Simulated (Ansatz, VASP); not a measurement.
## One calculation of Hf5C3, two programs

```
CELL_PARAMETERS angstrom
5.40705 0.00000 0.00000
-2.70353 4.68265 0.00000
0.00000 0.00000 7.69370
ATOMIC_POSITIONS crystal
Hf 0.83036 0.16964 0.50000
Hf 0.83036 0.66071 0.50000
Hf 0.33929 0.16964 0.50000
Hf 0.00000 0.00000 0.17116
Hf 0.00000 0.00000 0.82884
C 0.66667 0.33333 0.70837
C 0.66667 0.33333 0.29163
C 0.33333 0.66667 0.50000
```

Alike in both runs: functional PBE; k mesh 4 × 4 × 3; occupations gaussian, width 0.2 eV; no spin polarisation.

Ansatz relaxed the structure, and its values are those at the end. VASP's run is a single point on that final structure, the one shown.

```csv
,VASP,Ansatz
version,VASP 6.6.1,Ansatz 0.2.0
potentials or method,"VASP PAW PBE potentials, release 64 (Hf_pv, C), cutoff 520 eV","scalar-relativistic, plane waves, PAW"
valence electrons in the cell,62,142
```

|  | VASP | Ansatz | Ansatz less VASP |
| --- | --- | --- | --- |
| gap on the k mesh at the Fermi level (eV) | none | none | - |
| pressure (GPa) | 0.0 | 0.4 | +0.34 |
| rms of the force components (eV/Å) | 0.013 | 0.023 | +0.0090 |

A gap of «none» marks a metal or a gap that the smearing closes. VASP's potentials hold 62 valence electrons a cell and Ansatz's 142, so a difference there can come from the potentials and not from the codes.

Neither program's run includes spin-orbit coupling.
